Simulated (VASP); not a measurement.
# InP (F-43m) in VASP: a series of runs

InP is run at these levels: PBEsol; tasks: single point, relaxation of cell and atoms.

Everything below comes from runs of VASP 6.6.1. Logs are shortened: lines on timing, memory, paths and dates and some standing lists are left out, and cuts for length are marked.

## 1. The cell of the first run

It takes space group F-43m (No. 216, cubic). Conventional cell: a = 5.942 Å, b = 5.942 Å, c = 5.942 Å, α = 90.00°, β = 90.00°, γ = 90.00°. In (site symmetry -43m) has 4 P at 2.57 Å within 3.4 Å. P (site symmetry -43m) has 4 In at 2.57 Å within 3.4 Å.

## 2. Single point, PBEsol

INCAR

```
PREC = Accurate ; ENCUT = 520
EDIFF = 1E-6 ; ISMEAR = 0
SIGMA = 0.01 ; LREAL = False
LASPH = True ; NELM = 100
ALGO = Normal ; ISIF = 2
LWAVE = False ; LCHARG = False
GGA = PS ; NBANDS = 16
```

KPOINTS

```
Automatic mesh
0
Gamma
  8 8 8
```

POSCAR

```
InP
1.0
    2.9709164155      2.9709164155      0.0000000000
   -2.9709164155      2.9709164155      0.0000000000
    0.0000000000      2.9709164155      2.9709164155
In P
1 1
Direct
    0.0000000000      0.0000000000      0.0000000000
    0.7500000000      0.2500000000      0.5000000000
```

Potentials or basis: VASP PAW PBE potentials, release 64 (In_d, P).

Command:

```
> cat potpaw_PBE.64/In_d/POTCAR potpaw_PBE.64/P/POTCAR > POTCAR
> mpirun -np 1 vasp_std > vasp.out
```

OUTCAR:

```text
PREC = Accurate
   ENCUT = 520
   EDIFF = 1E-6
   ISMEAR = 0
   LREAL = False
   LASPH = True
   NELM = 100
   ISIF = 2
   GGA = PS

 ion  position               nearest neighbor table
   1  0.000  0.000  0.000-   2 2.57   2 2.57   2 2.57   2 2.57
   2  0.750  0.250  0.500-   1 2.57   1 2.57   1 2.57   1 2.57

  LATTYP: Found a face centered cubic cell.
 ALAT       =     5.9418328310

  Lattice vectors:

 A1 = (   0.0000000000,   2.9709164155,   2.9709164155)
 A2 = (   2.9709164155,   0.0000000000,   2.9709164155)
 A3 = (   2.9709164155,   2.9709164155,   0.0000000000)

Analysis of symmetry for initial positions (statically):
=====================================================================
 Subroutine PRICEL returns:
 Original cell was already a primitive cell.

 Routine SETGRP: Setting up the symmetry group for a
 face centered cubic supercell.

 Subroutine GETGRP returns: Found 24 space group operations
 (whereof 24 operations were pure point group operations)
 out of a pool of 48 trial point group operations.

The static configuration has the point symmetry T_d .

Analysis of symmetry for dynamics (positions and initial velocities):
=====================================================================
 Subroutine PRICEL returns:
 Original cell was already a primitive cell.

 Routine SETGRP: Setting up the symmetry group for a
 face centered cubic supercell.

 Subroutine GETGRP returns: Found 24 space group operations
 (whereof 24 operations were pure point group operations)
 out of a pool of 48 trial point group operations.

The dynamic configuration has the point symmetry T_d .

 Subroutine INISYM returns: Found 24 space group operations
 (whereof 24 operations are pure point group operations),
 and found     1 'primitive' translations

----------------------------------------------------------------------------------------

                                     Primitive cell

  volume of cell :      52.4447

  direct lattice vectors                    reciprocal lattice vectors
     2.970916416  2.970916416  0.000000000     0.168298239  0.168298239 -0.168298239
    -2.970916416  2.970916416  0.000000000    -0.168298239  0.168298239 -0.168298239
     0.000000000  2.970916416  2.970916416     0.000000000  0.000000000  0.336596477

  length of vectors
     4.201510287  4.201510287  4.201510287     0.291501100  0.291501100  0.336596477

  position of ions in fractional coordinates (direct lattice)
     0.000000000  0.000000000  0.000000000
     0.750000000  0.250000000  0.500000000

  ion indices of the primitive-cell ions
   primitive index   ion index
                 1           1
                 2           2

----------------------------------------------------------------------------------------

 KPOINTS: Automatic mesh

Automatic generation of k-mesh.
 Grid dimensions read from file:
 generate k-points for:    8    8    8

 Generating k-lattice:

  Cartesian coordinates                     Fractional coordinates (reciprocal lattice)
     0.021037280  0.021037280 -0.021037280     0.125000000  0.000000000  0.000000000
    -0.021037280  0.021037280 -0.021037280     0.000000000  0.125000000  0.000000000
     0.000000000  0.000000000  0.042074560     0.000000000  0.000000000  0.125000000

  Length of vectors
     0.036437638  0.036437638  0.042074560

  Shift w.r.t. Gamma in fractional coordinates (k-lattice)
     0.000000000  0.000000000  0.000000000

 Subroutine IBZKPT returns following result:
 ===========================================

 Found     29 irreducible k-points:

 Following reciprocal coordinates:
            Coordinates               Weight
  0.000000  0.000000  0.000000      1.000000
  0.125000  0.000000  0.000000      8.000000
  0.250000  0.000000  0.000000      8.000000
  0.375000  0.000000  0.000000      8.000000
  0.500000  0.000000  0.000000      4.000000
  0.125000  0.125000  0.000000     12.000000
[... 16 lines left out ...]
  0.375000  0.250000  0.125000     48.000000
  0.500000  0.250000  0.125000     24.000000
 [... further k-points ...]
   k-points           NKPTS =     29   k-points in BZ     NKDIM =     29   number of bands    NBANDS=     16
   number of dos      NEDOS =    301   number of ions     NIONS =      2
   total plane-waves  NPLWV =  32768
   dimension x,y,z NGX =    32 NGY =   32 NGZ =   32
   dimension x,y,z NGXF=    64 NGYF=   64 NGZF=   64
   ions per type =               1   1
   NGX,Y,Z   is equivalent  to a cutoff of  12.66, 12.66, 12.66 a.u.
   NGXF,Y,Z  is equivalent  to a cutoff of  25.32, 25.32, 25.32 a.u.
 SYSTEM =  unknown system
   PREC   = accura    normal or accurate (medium, high low for compatibility)
   ISTART =      0    job   : 0-new  1-cont  2-samecut
   ICHARG =      2    charge: 1-file 2-atom 10-const
   ISPIN  =      1    spin polarized calculation?
   LNONCOLLINEAR =      F non collinear calculations
   LSORBIT =      F    spin-orbit coupling
   LASPH  =      T    aspherical Exc in radial PAW
   ENCUT  =  520.0 eV  38.22 Ry    6.18 a.u.   7.81  7.81  7.81*2*pi/ulx,y,z
   NELM   =    100;   NELMIN=  2; NELMDL= -5     # of ELM steps
   EDIFF  = 0.1E-05   stopping-criterion for ELM
   LREAL  =      F    real-space projection
   EDIFFG = 0.1E-04   stopping-criterion for IOM
   NSW    =      0    number of steps for IOM
   IBRION =     -1    ionic relax: 0-MD 1-quasi-New 2-CG
   NFREE  =      0    steps in history (QN), initial steepest desc. (CG)
   ISIF   =      2    stress and relaxation
   ISYM   =      2    0-nonsym 1-usesym 2-fastsym
   POTIM  = 0.5000    time-step for ionic-motion
   TEBEG  =    0.0;   TEEND  =   0.0 temperature during run
   PSTRESS=    0.0 pullay stress
   NELECT =      18.0000    total number of electrons
   NUPDOWN=      -1.0000    fix difference up-down
   EMIN   =  10.00;   EMAX   =-10.00  energy-range for DOS
   EFERMI =   0.00;   METHOD = LEGACY
   ISMEAR =     0;   SIGMA  =   0.01  broadening in eV -4-tet -1-fermi 0-gaus
   EFERMI_NEDOS =   21; number of points for ismear=-14 and -15
   IALGO  =     38    algorithm
   IMIX   =      4    mixing-type and parameters
     AMIX     =   0.40;   BMIX     =  1.00
     AMIX_MAG =   1.60;   BMIX_MAG =  1.00
  volume/ion in A,a.u.               =      26.22       176.96
  Fermi-wavevector in a.u.,A,eV,Ry     =   1.146213  2.166028 17.875384  1.313804
  Thomas-Fermi vector in A             =   2.282898
   LORBIT       =      0    0 simple, 1 ext, 2 COOP (PROOUT), +10 PAW based schemes
   GGA     = PS    functional components
   LHFCALC =     F    Hartree Fock is set to
   AEXX    =    0.0000 exact exchange contribution
   IVDW    =     0    specifies the selected vdW correction
   LEPSILON=     F    determine dielectric tensor
   LRPA    =     F    only Hartree local field effects (RPA)
 non-spin polarized calculation
 Gauss-broadening in eV      SIGMA  =   0.01
  energy-cutoff  :      520.00
  volume of cell :       52.44
 maximum number of plane-waves:      1428
   NGX = 15   NGY = 15   NGZ = 15

 number of electron      18.0000007 magnetization

 Free energy of the ion-electron system (eV)
  ---------------------------------------------------
  ext. energy  EPLUGINS =         0.00000000
  ---------------------------------------------------
  free energy    TOTEN  =        -9.14442733 eV

  energy without entropy =       -9.14442733  energy(sigma->0) =       -9.14442733

 E-fermi :   4.7637     XC(G=0):  -9.2992

 val. band max:        4.6521687655   @ k =   0.0000   0.0000   0.0000
 cond. band min:       5.0461068261   @ k =   0.0000   0.0000   0.0000
 fundamental gap:      0.3939380606
 Fermi energy:         4.7637308318

 k-point     1 :       0.0000    0.0000    0.0000
  band No.  band energies     occupation
      1      -9.4189      2.00000
      2      -9.4189      2.00000
      3      -9.4189      2.00000
      4      -9.2840      2.00000
      5      -9.2840      2.00000
      6      -6.6201      2.00000
[... 8 lines left out ...]
     15      14.0137      0.00000
     16      14.0137      0.00000

 k-point     2 :       0.1250    0.0000    0.0000
  band No.  band energies     occupation
      1      -9.4351      2.00000
      2      -9.4124      2.00000
      3      -9.4124      2.00000
      4      -9.2839      2.00000
      5      -9.2839      2.00000
      6      -6.4516      2.00000
[... 8 lines left out ...]
     15      13.3640      0.00000
     16      13.6113      0.00000

 k-point     3 :       0.2500    0.0000    0.0000
  band No.  band energies     occupation
      1      -9.4725      2.00000
      2      -9.3984      2.00000
      3      -9.3984      2.00000
      4      -9.2817      2.00000
      5      -9.2817      2.00000
      6      -5.9810      2.00000
[... 8 lines left out ...]
     15      13.1348      0.00000
     16      13.5041      0.00000

 k-point     4 :       0.3750    0.0000    0.0000
  band No.  band energies     occupation
      1      -9.5079      2.00000
      2      -9.3878      2.00000
      3      -9.3878      2.00000
      4      -9.2758      2.00000
      5      -9.2758      2.00000
      6      -5.3552      2.00000
[... 8 lines left out ...]
     15      14.0348      0.00000
     16      14.0348      0.00000

 k-point     5 :       0.5000    0.0000    0.0000
  band No.  band energies     occupation
      1      -9.5221      2.00000
      2      -9.3845      2.00000
      3      -9.3845      2.00000
      4      -9.2722      2.00000
      5      -9.2722      2.00000
      6      -5.0032      2.00000
[... 8 lines left out ...]
     15      15.1582      0.00000
     16      15.1582      0.00000

 k-point     6 :       0.1250    0.1250    0.0000
  band No.  band energies     occupation
      1      -9.4596      2.00000
      2      -9.4049      2.00000
      3      -9.3987      2.00000
      4      -9.2876      2.00000
      5      -9.2796      2.00000
      6      -6.1816      2.00000
[... 8 lines left out ...]
     15      13.4186      0.00000
     16      14.5913      0.00000

 k-point     7 :       0.2500    0.1250    0.0000
  band No.  band energies     occupation
      1      -9.4937      2.00000
      2      -9.3898      2.00000
      3      -9.3871      2.00000
      4      -9.2864      2.00000
      5      -9.2763      2.00000
      6      -5.6475      2.00000
[... 8 lines left out ...]
     15      14.0751      0.00000
     16      14.7927      0.00000

 k-point     8 :       0.3750    0.1250    0.0000
  band No.  band energies     occupation
      1      -9.5198      2.00000
      2      -9.3817      2.00000
      3      -9.3786      2.00000
      4      -9.2782      2.00000
      5      -9.2757      2.00000
      6      -5.0625      2.00000
[... 8 lines left out ...]
     15      14.0168      0.00000
     16      15.4216      0.00000

 k-point     9 :       0.5000    0.1250    0.0000
  band No.  band energies     occupation
      1      -9.5255      2.00000
      2      -9.3811      2.00000
      3      -9.3751      2.00000
      4      -9.2813      2.00000
      5      -9.2705      2.00000
      6      -4.9390      2.00000
[... 8 lines left out ...]
     15      14.9930      0.00000
     16      15.1876      0.00000
[... 172 lines left out ...]
 k-point    19 :       0.5000    0.3750    0.0000
  band No.  band energies     occupation
      1      -9.5701      2.00000
      2      -9.3401      2.00000
      3      -9.3339      2.00000
      4      -9.3194      2.00000
      5      -9.2575      2.00000
      6      -4.5125      2.00000
[... 8 lines left out ...]
     15      15.4395      0.00000
     16      16.3832      0.00000

 k-point    20 :      -0.3750    0.3750    0.0000
  band No.  band energies     occupation
      1      -9.5618      2.00000
      2      -9.3409      2.00000
      3      -9.3409      2.00000
      4      -9.3211      2.00000
      5      -9.2576      2.00000
      6      -4.9101      2.00000
[... 8 lines left out ...]
     15      15.1004      0.00000
     16      17.8525      0.00000

 k-point    21 :       0.5000    0.5000    0.0000
  band No.  band energies     occupation
      1      -9.5824      2.00000
      2      -9.3285      2.00000
      3      -9.3269      2.00000
      4      -9.3269      2.00000
      5      -9.2531      2.00000
      6      -4.3852      2.00000
[... 8 lines left out ...]
     15      15.3900      0.00000
     16      16.2892      0.00000

 k-point    22 :       0.2500    0.2500    0.1250
  band No.  band energies     occupation
      1      -9.5062      2.00000
      2      -9.3813      2.00000
      3      -9.3757      2.00000
      4      -9.2972      2.00000
      5      -9.2706      2.00000
      6      -5.5896      2.00000
[... 8 lines left out ...]
     15      14.6795      0.00000
     16      15.9338      0.00000

 k-point    23 :       0.3750    0.2500    0.1250
  band No.  band energies     occupation
      1      -9.5272      2.00000
      2      -9.3767      2.00000
      3      -9.3629      2.00000
      4      -9.2939      2.00000
      5      -9.2704      2.00000
      6      -5.0178      2.00000
[... 8 lines left out ...]
     15      15.2117      0.00000
     16      15.8704      0.00000

 k-point    24 :       0.5000    0.2500    0.1250
  band No.  band energies     occupation
      1      -9.5348      2.00000
      2      -9.3762      2.00000
      3      -9.3584      2.00000
      4      -9.2887      2.00000
      5      -9.2726      2.00000
      6      -4.7038      2.00000
[... 8 lines left out ...]
     15      15.1369      0.00000
     16      15.7673      0.00000

 [... further k-points ...]

------------------------ aborting loop because EDIFF is reached ----------------------------------------

  FORCE on cell =-STRESS in cart. coord.  units (eV):
  Direction    XX          YY          ZZ          XY          YZ          ZX
  --------------------------------------------------------------------------------------
  -------------------------------------------------------------------------------------
  Total       -0.6608658     -0.6608658     -0.6608658      0.0000000      0.0000000     -0.0000000
  in kB      -20.1893600    -20.1893600    -20.1893600      0.0000000      0.0000000     -0.0000000
  external PRESSURE =     -20.1893600 kB  Pullay stress =       0.0000000 kB

 VOLUME and BASIS-vectors are now :
 -----------------------------------------------------------------------------
  energy-cutoff  :      520.00
  volume of cell :       52.44
      direct lattice vectors                 reciprocal lattice vectors
     2.970916416  2.970916416  0.000000000     0.168298239  0.168298239 -0.168298239
    -2.970916416  2.970916416  0.000000000    -0.168298239  0.168298239 -0.168298239
     0.000000000  2.970916416  2.970916416     0.000000000  0.000000000  0.336596477

 POSITION                                       TOTAL-FORCE (eV/Angst)
 -----------------------------------------------------------------------------------
      0.00000      0.00000      0.00000        -0.000000     -0.000000      0.000000
      1.48546      4.45637      1.48546         0.000000      0.000000      0.000000
 -----------------------------------------------------------------------------------
    total drift:                                0.000001     -0.000000      0.000000

  FREE ENERGIE OF THE ION-ELECTRON SYSTEM (eV)
  ---------------------------------------------------
  free  energy   TOTEN  =        -9.1444273294 eV

  energy  without entropy=       -9.1444273294  energy(sigma->0) =       -9.14442733
```

It took 22 s on 1 thread of Intel Xeon Platinum 8259CL at 2.50GHz (Skylake/Cascade Lake), shared host; peak memory 0.18 GiB.

What came out:

- Free energy: -9.1444 eV
- Pressure: -2.0 GPa
- Band gap on the k mesh: 0.39 eV, direct

Levels at points of the mesh, in eV from the valence-band top:
| k point | band 5 | band 6 | band 7 | band 8 | band 9 | band 10 | band 11 | band 12 | band 13 | band 14 |
| --- | --- | --- | --- | --- | --- | --- | --- | --- | --- | --- |
| (0.00, 0.00, 0.00) | -13.94 | -11.27 | 0.00 | 0.00 | 0.00 | 0.39 | 4.02 | 4.02 | 4.02 | 8.17 |
| (0.50, 0.00, 0.00) | -13.92 | -9.66 | -5.59 | -0.93 | -0.93 | 1.30 | 4.73 | 4.73 | 6.86 | 9.12 |
| (0.50, 0.50, 0.00) | -13.91 | -9.04 | -5.64 | -2.22 | -2.22 | 1.70 | 2.17 | 8.84 | 9.25 | 9.25 |

Caveat: the PAW data sets were made with another functional, which shifts forces and pressure a little; spin-orbit coupling is left out, which moves the levels of the heavy elements.

## 3. Relaxation of cell and atoms, PBEsol, target pressure -2 GPa, at which the enthalpy is minimised

This run uses another cell than the first one, of 25.39 Å³/atom, 0.968 times its volume.

INCAR

```
SYSTEM = InP
  ALGO = Normal
  EDIFF = 1E-6
  EDIFFG = -0.002
  ENCUT = 600
  GGA = PS
  IBRION = 2
  ISIF = 3
  ISMEAR = 0
  LASPH = .True.
  LCHARG = .False.
  LREAL = .False.
  LWAVE = .False.
  NELM = 60
  NSW = 100
  PREC = Accurate
  PSTRESS = -20.0
  SIGMA = 0.01
```

KPOINTS

```
k-points
0
Gamma
  8 8 8
  0 0 0
```

POSCAR

```
InP
1.0
    2.9392821591      2.9392821591      0.0000000000
   -2.9392821591      2.9392821591      0.0000000000
    0.0000000000      2.9392821591      2.9392821591
In P
1 1
Direct
    0.0000000000      0.0000000000      0.0000000000
    0.7500000000      0.2500000000      0.5000000000
```

Potentials or basis: VASP PAW PBE potentials, release 64 (In_d, P).

Command:

```
> cat potpaw_PBE.64/In_d/POTCAR potpaw_PBE.64/P/POTCAR > POTCAR
> mpirun -np 1 vasp_std > vasp.out
```

It took 86 s on 1 thread of Intel Xeon Platinum 8259CL at 2.50GHz (Skylake/Cascade Lake), shared host; peak memory 0.22 GiB.

The run converged. Its results:

```
Free energy                                            : -9.1444 eV
Relaxed volume                                         : 26.23 Å³/atom
Relaxed cell                                           : a = 4.202 Å, b = 4.202 Å, c = 4.202 Å, α = 60.00°, β = 60.00°, γ = 90.00°
Space group after relaxing (to 0.05 Å)                 : F-43m (No. 216)
Energy change on relaxing (the enthalpy is what falls) : +5.3 meV/atom
Ionic steps                                            : 3
Pressure after relaxing                                : -2.0 GPa
Band gap on the k mesh                                 : 0.39 eV, direct
```

The path:
```csv
step,energy change (eV),largest force (eV/Å),pressure (GPa),volume (Å³)
1,0.0000,0.0000,0.00,50.79
2,0.0211,0.0000,-2.75,53.16
3,0.0107,0.0000,-1.99,52.45
```

Final structure:
```xyz
2
Lattice="2.9711 2.9711 0.0000 -2.9711 2.9711 0.0000 0.0000 2.9711 2.9711" Properties=species:S:1:pos:R:3 pbc="T T T"
In    0.0000    2.9711    2.9711
P     1.4855    4.4566    1.4855
```

Levels at points of the mesh, in eV from the valence-band top:
| k point | band 6 | band 7 | band 8 | band 9 | band 10 | band 11 | band 12 | band 13 |
| --- | --- | --- | --- | --- | --- | --- | --- | --- |
| (0.00, 0.00, 0.00) | -11.27 | 0.00 | 0.00 | 0.00 | 0.39 | 4.01 | 4.01 | 4.01 |
| (0.50, 0.00, 0.00) | -9.65 | -5.59 | -0.93 | -0.93 | 1.30 | 4.73 | 4.73 | 6.86 |
| (0.50, 0.50, 0.00) | -9.04 | -5.64 | -2.22 | -2.22 | 1.70 | 2.17 | 8.84 | 9.25 |

Caveat: the cell is relaxed towards a set pressure, so the enthalpy falls and the energy may rise; the PAW data sets were made with another functional, which shifts forces and pressure a little; spin-orbit coupling is left out, which moves the levels of the heavy elements.
